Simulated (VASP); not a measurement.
# Fe (P6_3/mmc) in VASP: a series of runs

The runs below take Fe through single point, with b88 exchange, pbe correlation, PBEsol, PBE.

Everything below comes from runs of VASP 6.6.1. Logs are shortened: lines on timing, memory, paths and dates and some standing lists are left out, and cuts for length are marked.

### 1 The cell of the first run

The structure is hexagonal, space group P6_3/mmc (No. 194). Conventional cell: a = 2.418 Å, b = 2.418 Å, c = 3.816 Å, α = 90.00°, β = 90.00°, γ = 120.00°. Fe (site symmetry -6m2) has 12 Fe at 2.36 to 2.42 Å within 3.1 Å.

This isn't the form of Fe at room conditions, which is bcc.

### 2 Single point, b88 exchange, pbe correlation, collinear spin, ferromagnetic start

File INCAR:

```
SYSTEM = Fe
  PREC = Accurate
  ENCUT = 690
  EDIFF = 1E-6
  ISMEAR = -1
  SIGMA = 0.05
  LREAL = .False.
  LASPH = .True.
  NELM = 200
  ALGO = Normal
  ISIF = 2
  LWAVE = .False.
  LCHARG = .True.
  ISPIN = 2
  MAGMOM = 3 3
  LORBIT = 11
  LMAXMIX = 4
  GGA = LIBXC
  LIBXC1 = GGA_X_B88
  LIBXC2 = GGA_C_PBE
  LELF = .True.
  LVHAR = .True.
  NBANDS = 27
  GGA_COMPAT = .False.
```

File KPOINTS:

```
regular mesh
0
Gamma
  12 12 7
  0 0 0
```

File POSCAR:

```
Fe
1.0
    2.4178204650      0.0000000000      0.0000000000
   -1.2089102325      2.0938939445      0.0000000000
    0.0000000000      0.0000000000      3.8161488980
Fe
2
Direct
    0.6666666667      0.3333333333      0.7500000000
    0.3333333333      0.6666666667      0.2500000000
```

Potentials or basis: VASP PAW PBE potentials, release 64 (Fe_sv).

On the command line:

```console
> cat potpaw_PBE.64/Fe_sv/POTCAR > POTCAR
> mpirun -np 1 vasp_std > vasp.out
```

OUTCAR:

```text
SYSTEM = Fe
   PREC = Accurate
   ENCUT = 690
   EDIFF = 1E-6
   ISMEAR = -1
   LREAL = .False.
   LASPH = .True.
   NELM = 200
   ISIF = 2
   ISPIN = 2
   LORBIT = 11
   GGA = LIBXC

 ion  position               nearest neighbor table
   1  0.667  0.333  0.750-   2 2.36   2 2.36   2 2.36   2 2.36   2 2.36   2 2.36
   2  0.333  0.667  0.250-   1 2.36   1 2.36   1 2.36   1 2.36   1 2.36   1 2.36

  LATTYP: Found a hexagonal cell.
 ALAT       =     2.4178204650
 C/A-ratio  =     1.5783425417

  Lattice vectors:

 A1 = (   2.4178204650,   0.0000000000,   0.0000000000)
 A2 = (  -1.2089102325,   2.0938939445,   0.0000000000)
 A3 = (   0.0000000000,   0.0000000000,   3.8161488980)

Analysis of symmetry for initial positions (statically):
=====================================================================
 Subroutine PRICEL returns:
 Original cell was already a primitive cell.

 Routine SETGRP: Setting up the symmetry group for a
 hexagonal supercell.

 Subroutine GETGRP returns: Found 24 space group operations
 (whereof 12 operations were pure point group operations)
 out of a pool of 24 trial point group operations.

The static configuration has the point symmetry D_3d.
 The point group associated with its full space group is D_6h.

Analysis of symmetry for dynamics (positions and initial velocities):
=====================================================================
 Subroutine PRICEL returns:
 Original cell was already a primitive cell.

 Routine SETGRP: Setting up the symmetry group for a
 hexagonal supercell.

 Subroutine GETGRP returns: Found 24 space group operations
 (whereof 12 operations were pure point group operations)
 out of a pool of 24 trial point group operations.

The dynamic configuration has the point symmetry D_3d.
 The point group associated with its full space group is D_6h.

Analysis of structural, dynamic, and magnetic symmetry:
=====================================================================
 Subroutine PRICEL returns:
 Original cell was already a primitive cell.

 Routine SETGRP: Setting up the symmetry group for a
 hexagonal supercell.

 Subroutine GETGRP returns: Found 24 space group operations
 (whereof 12 operations were pure point group operations)
 out of a pool of 24 trial point group operations.

The overall configuration has the point symmetry D_3d.
 The point group associated with its full space group is D_6h.

 Subroutine INISYM returns: Found 24 space group operations
 (whereof 12 operations are pure point group operations),
 and found     1 'primitive' translations

----------------------------------------------------------------------------------------

                                     Primitive cell

  volume of cell :      19.3199

  direct lattice vectors                    reciprocal lattice vectors
     2.417820465  0.000000000  0.000000000     0.413595639  0.238789553  0.000000000
    -1.208910233  2.093893944  0.000000000     0.000000000  0.477579107  0.000000000
     0.000000000  0.000000000  3.816148898     0.000000000  0.000000000  0.262044283

  length of vectors
     2.417820465  2.417820465  3.816148898     0.477579107  0.477579107  0.262044283

  position of ions in fractional coordinates (direct lattice)
     0.666666667  0.333333333  0.750000000
     0.333333333  0.666666667  0.250000000

  ion indices of the primitive-cell ions
   primitive index   ion index
                 1           1
                 2           2

----------------------------------------------------------------------------------------

 KPOINTS: regular mesh

Automatic generation of k-mesh.
 Grid dimensions read from file:
 generate k-points for:   12   12    7

 Generating k-lattice:

  Cartesian coordinates                     Fractional coordinates (reciprocal lattice)
     0.034466303  0.019899129  0.000000000     0.083333333 -0.000000000  0.000000000
     0.000000000  0.039798259  0.000000000     0.000000000  0.083333333  0.000000000
     0.000000000  0.000000000  0.037434898     0.000000000  0.000000000  0.142857143

  Length of vectors
     0.039798259  0.039798259  0.037434898

  Shift w.r.t. Gamma in fractional coordinates (k-lattice)
     0.000000000  0.000000000  0.000000000

 Subroutine IBZKPT returns following result:
 ===========================================

 Found     76 irreducible k-points:

 Following reciprocal coordinates:
            Coordinates               Weight
  0.000000  0.000000  0.000000      1.000000
  0.083333 -0.000000  0.000000      6.000000
  0.166667 -0.000000  0.000000      6.000000
  0.250000 -0.000000  0.000000      6.000000
  0.333333  0.000000  0.000000      6.000000
  0.416667 -0.000000  0.000000      6.000000
[... 16 lines left out ...]
  0.250000 -0.000000  0.142857     12.000000
  0.333333  0.000000  0.142857     12.000000
 [... further k-points ...]
   k-points           NKPTS =     76   k-points in BZ     NKDIM =     76   number of bands    NBANDS=     27
   number of dos      NEDOS =    301   number of ions     NIONS =      2
   total plane-waves  NPLWV =  20736
   dimension x,y,z NGX =    24 NGY =   24 NGZ =   36
   dimension x,y,z NGXF=    48 NGYF=   48 NGZF=   72
   ions per type =               2
   NGX,Y,Z   is equivalent  to a cutoff of  16.50, 16.50, 15.68 a.u.
   NGXF,Y,Z  is equivalent  to a cutoff of  33.00, 33.00, 31.37 a.u.
 SYSTEM =  Fe
   PREC   = accura    normal or accurate (medium, high low for compatibility)
   ISTART =      0    job   : 0-new  1-cont  2-samecut
   ICHARG =      2    charge: 1-file 2-atom 10-const
   ISPIN  =      2    spin polarized calculation?
   LNONCOLLINEAR =      F non collinear calculations
   LSORBIT =      F    spin-orbit coupling
   LASPH  =      T    aspherical Exc in radial PAW
   ENCUT  =  690.0 eV  50.71 Ry    7.12 a.u.   5.18  5.18  8.17*2*pi/ulx,y,z
   NELM   =    200;   NELMIN=  2; NELMDL= -5     # of ELM steps
   EDIFF  = 0.1E-05   stopping-criterion for ELM
   LREAL  =      F    real-space projection
   EDIFFG = 0.1E-04   stopping-criterion for IOM
   NSW    =      0    number of steps for IOM
   IBRION =     -1    ionic relax: 0-MD 1-quasi-New 2-CG
   NFREE  =      0    steps in history (QN), initial steepest desc. (CG)
   ISIF   =      2    stress and relaxation
   ISYM   =      2    0-nonsym 1-usesym 2-fastsym
   POTIM  = 0.5000    time-step for ionic-motion
   TEBEG  =    0.0;   TEEND  =   0.0 temperature during run
   PSTRESS=    0.0 pullay stress
   NELECT =      32.0000    total number of electrons
   NUPDOWN=      -1.0000    fix difference up-down
   EMIN   =  10.00;   EMAX   =-10.00  energy-range for DOS
   EFERMI =   0.00;   METHOD = LEGACY
   ISMEAR =    -1;   SIGMA  =   0.05  broadening in eV -4-tet -1-fermi 0-gaus
   EFERMI_NEDOS =   21; number of points for ismear=-14 and -15
   IALGO  =     38    algorithm
   IMIX   =      4    mixing-type and parameters
     AMIX     =   0.40;   BMIX     =  1.00
     AMIX_MAG =   1.60;   BMIX_MAG =  1.00
  volume/ion in A,a.u.               =       9.66        65.19
  Fermi-wavevector in a.u.,A,eV,Ry     =   1.936973  3.660347 51.047193  3.751863
  Thomas-Fermi vector in A             =   2.967670
   LORBIT       =     11    0 simple, 1 ext, 2 COOP (PROOUT), +10 PAW based schemes
   GGA     = LIBXC    functional components
   LHFCALC =     F    Hartree Fock is set to
   AEXX    =    0.0000 exact exchange contribution
   IVDW    =     0    specifies the selected vdW correction
   LEPSILON=     F    determine dielectric tensor
   LRPA    =     F    only Hartree local field effects (RPA)
 spin polarized calculation
  energy-cutoff  :      690.00
  volume of cell :       19.32
 maximum number of plane-waves:       818
 NGX is ok and might be reduce to    24
   NGX = 11   NGY = 11   NGZ = 17

 number of electron      32.0000002 magnetization       0.0007070

 number of electron      32.0000002 magnetization      -0.0007087

 Free energy of the ion-electron system (eV)
  ---------------------------------------------------
  ext. energy  EPLUGINS =         0.00000000
  ---------------------------------------------------
  free energy    TOTEN  =       -16.33056266 eV

  energy without entropy =      -16.31166576  energy(sigma->0) =      -16.32111421

 E-fermi :  14.8925     XC(G=0): -14.8100

 val. band max:       14.8704362382   @ k =   0.3333   0.3333   0.2857
 cond. band min:      14.8939581207   @ k =   0.3333   0.2500   0.2857
 fundamental gap:      0.0235218825
 Fermi energy:        14.8924614303

 spin component 1

 k-point     1 :       0.0000    0.0000    0.0000
  band No.  band energies     occupation
      1     -72.4315      1.00000
      2     -72.2622      1.00000
      3     -38.8583      1.00000
      4     -38.2070      1.00000
      5     -38.2070      1.00000
      6     -38.0912      1.00000
[... 19 lines left out ...]
     26      41.7233      0.00000
     27      42.7146      0.00000
[... 661 lines left out ...]
 k-point    24 :       0.3333    0.0000    0.1429
  band No.  band energies     occupation
      1     -72.3265      1.00000
      2     -72.2388      1.00000
      3     -38.6819      1.00000
      4     -38.5301      1.00000
      5     -38.4775      1.00000
      6     -38.3174      1.00000
[... 19 lines left out ...]
     26      38.9405      0.00000
     27      41.0828      0.00000

 [... further k-points ...]

 spin component 2

 k-point     1 :       0.0000    0.0000    0.0000
  band No.  band energies     occupation
      1     -72.4320      1.00000
      2     -72.2626      1.00000
      3     -38.8587      1.00000
      4     -38.2074      1.00000
      5     -38.2074      1.00000
      6     -38.0917      1.00000
[... 19 lines left out ...]
     26      41.7232      0.00000
     27      42.7144      0.00000
[... 661 lines left out ...]
 k-point    24 :       0.3333    0.0000    0.1429
  band No.  band energies     occupation
      1     -72.3269      1.00000
      2     -72.2392      1.00000
      3     -38.6824      1.00000
      4     -38.5305      1.00000
      5     -38.4779      1.00000
      6     -38.3178      1.00000
[... 19 lines left out ...]
     26      38.9404      0.00000
     27      41.0826      0.00000

 [... further k-points ...]

------------------------ aborting loop because EDIFF is reached ----------------------------------------

  FORCE on cell =-STRESS in cart. coord.  units (eV):
  Direction    XX          YY          ZZ          XY          YZ          ZX
  --------------------------------------------------------------------------------------
  -------------------------------------------------------------------------------------
  Total        1.7393883      1.7393883      2.0220711      0.0000000      0.0000000      0.0000000
  in kB      144.2457699    144.2457699    167.6883787      0.0000000      0.0000000      0.0000000
  external PRESSURE =     152.0599729 kB  Pullay stress =       0.0000000 kB

 VOLUME and BASIS-vectors are now :
 -----------------------------------------------------------------------------
  energy-cutoff  :      690.00
  volume of cell :       19.32
      direct lattice vectors                 reciprocal lattice vectors
     2.417820465  0.000000000  0.000000000     0.413595639  0.238789553  0.000000000
    -1.208910233  2.093893944  0.000000000     0.000000000  0.477579107  0.000000000
     0.000000000  0.000000000  3.816148898     0.000000000  0.000000000  0.262044283

 POSITION                                       TOTAL-FORCE (eV/Angst)
 -----------------------------------------------------------------------------------
      1.20891      0.69796      2.86211         0.000000      0.000000      0.000000
     -0.00000      1.39593      0.95404        -0.000000     -0.000000      0.000000
 -----------------------------------------------------------------------------------
    total drift:                               -0.000000      0.000000     -0.000000

  FREE ENERGIE OF THE ION-ELECTRON SYSTEM (eV)
  ---------------------------------------------------
  free  energy   TOTEN  =       -16.3305626609 eV

  energy  without entropy=      -16.3116657635  energy(sigma->0) =      -16.32111421

 total charge

# of ion       s       p       d       tot
------------------------------------------
    1        2.217   6.066   5.573  13.856
    2        2.217   6.066   5.573  13.856
--------------------------------------------------
tot          4.435  12.132  11.146  27.712

 magnetization (x)

# of ion       s       p       d       tot
------------------------------------------
    1        0.000   0.000  -0.000  -0.000
    2        0.000   0.000  -0.000  -0.000
--------------------------------------------------
tot          0.000   0.000  -0.000  -0.000
```

Run time: 47 s. Hardware: 1 thread of Intel Xeon 6975P-C (Granite Rapids), shared host; peak memory 0.21 GiB.

What came out:

- Free energy: -16.3306 eV
- Pressure: 15.2 GPa
- Band gap on the k mesh: zero (filled and empty bands overlap)
- Net moment: 0.00 μB per cell
- Valence electrons inside the program's atomic spheres: Fe 13.86

Stress tensor (GPa, compression positive):
```
14.42  0.00  0.00
 0.00 14.42  0.00
 0.00  0.00 16.77
```

Levels at points of the mesh, in eV from the Fermi level:
Spin up:
| k point | band 14 | band 15 | band 16 | band 17 | band 18 | band 19 |
| --- | --- | --- | --- | --- | --- | --- |
| (0.00, 0.00, 0.00) | -1.31 | -1.31 | -0.95 | -0.95 | 0.49 | 0.76 |
| (0.50, 0.00, 0.00) | -1.67 | -1.17 | 0.87 | 1.12 | 1.17 | 2.84 |
Spin down:
```tsv
k point	band 13	band 14	band 15	band 16	band 17	band 18	band 19	band 20
(0.00, 0.00, 0.00)	-1.66	-1.31	-1.31	-0.95	-0.95	0.49	0.76	0.76
(0.50, 0.00, 0.00)	-2.15	-1.67	-1.17	0.87	1.12	1.17	2.84	5.10
```

Caveat: the cell stands under pressure; the moments typed at the start vanished in this run; the PAW data sets were made with another functional, which shifts forces and pressure a little.

### 3 Single point, PBEsol, non-collinear spin, typed start

This run uses another cell than the first one, of 9.86 Å³/atom.

File INCAR:

```
PREC = Accurate ; ENCUT = 690
EDIFF = 1E-6 ; ISMEAR = -1
SIGMA = 0.05 ; LREAL = F
LASPH = T ; NELM = 200
ALGO = Normal ; ISIF = 2
LWAVE = F ; LCHARG = F
LNONCOLLINEAR = T ; MAGMOM = -0.403 2.704 -0.189 0.902 -1.301 -0.388
LORBIT = 11 ; LMAXMIX = 4
GGA = PS ; NBANDS = 44
GGA_COMPAT = F
```

File KPOINTS:

```
regular mesh
0
Gamma
  9 9 5
```

File POSCAR:

```
Fe
1.0
    2.4341575853      0.0000000000      0.0000000000
   -1.2170787927      2.1080423057      0.0000000000
    0.0000000000      0.0000000000      3.8419344700
Fe
2
Direct
    0.6666666667      0.3333333333      0.7500000000
    0.3333333333      0.6666666667      0.2500000000
```

Potentials or basis: VASP PAW PBE potentials, release 64 (Fe_sv).

On the command line:

```console
> cat potpaw_PBE.64/Fe_sv/POTCAR > POTCAR
> mpirun -np 1 vasp_ncl > vasp.out
```

Run time: 37 min. Hardware: 1 thread of AMD EPYC 7R13 (Zen 3), shared host; peak memory 0.71 GiB.

It converged, with:

* Free energy: -18.1589 eV
* Pressure: -3.6 GPa
* Band gap on the k mesh: zero (bands 32 and 33 overlap by 1.93 eV)
* Net moment: 0.00 μB per cell
* Valence electrons inside the program's atomic spheres: Fe 13.82

Stress tensor (GPa, compression positive):
```
-4.10  0.00  0.00
 0.00 -4.10  0.00
 0.00  0.00 -2.67
```

Levels at points of the mesh, in eV from the Fermi level:
| k point | band 29 | band 30 | band 31 | band 32 | band 33 | band 34 | band 35 | band 36 |
| --- | --- | --- | --- | --- | --- | --- | --- | --- |
| (0.00, 0.00, 0.00) | -1.31 | -1.31 | -0.95 | -0.95 | -0.95 | -0.95 | 0.39 | 0.39 |

Moments on the atoms (μB; x, y, z):
```
Fe  0.00 0.00 0.00
Fe  0.00 0.00 0.00
```

Caveat: the cell stands under tension; the PAW data sets were made with another functional, which shifts forces and pressure a little.

### 4 Single point, PBE, collinear spin, ferromagnetic start

This run uses another cell than the first one, of 9.86 Å³/atom.

File INCAR:

```
  PREC = Accurate
  ENCUT = 690
  EDIFF = 1E-6
  ISMEAR = -1
  SIGMA = 0.05
  LREAL = F
  LASPH = T
  NELM = 200
  ALGO = Normal
  ISIF = 2
  LWAVE = F
  LCHARG = F
  ISPIN = 2
  MAGMOM = 3 3
  LORBIT = 11
  NUPDOWN = 6.0
  LMAXMIX = 4
  GGA = PE
  NBANDS = 27
  GGA_COMPAT = F
```

File KPOINTS:

```
Automatic mesh
0
Gamma
  10 10 6
```

POSCAR is that of step 3.

On the command line:

```console
> cat potpaw_PBE.64/Fe_sv/POTCAR > POTCAR
> mpirun -np 1 vasp_std > vasp.out
```

Wall time 52 s (1 thread of Intel Xeon Platinum 8259CL at 2.50GHz (Skylake/Cascade Lake), shared host); peak memory 0.2 GiB.

It converged, with:

```
Free energy                                           : -14.9389 eV
Pressure                                              : 77.5 GPa
Net moment                                            : 6.00 μB per cell
Site moments                                          : Fe +2.81 μB
Valence electrons inside the program's atomic spheres : Fe 13.85
```

Stress tensor (GPa, compression positive):
```
71.98  0.00  0.00
 0.00 71.98  0.00
 0.00  0.00 88.68
```

Caveat: the stress differs along the axes, from 72 to 89 GPa; the total moment is fixed, so each spin has its own Fermi level and the state may be an excited one.

The gap in the log of VASP goes by the Fermi energy; the results here count the filled bands.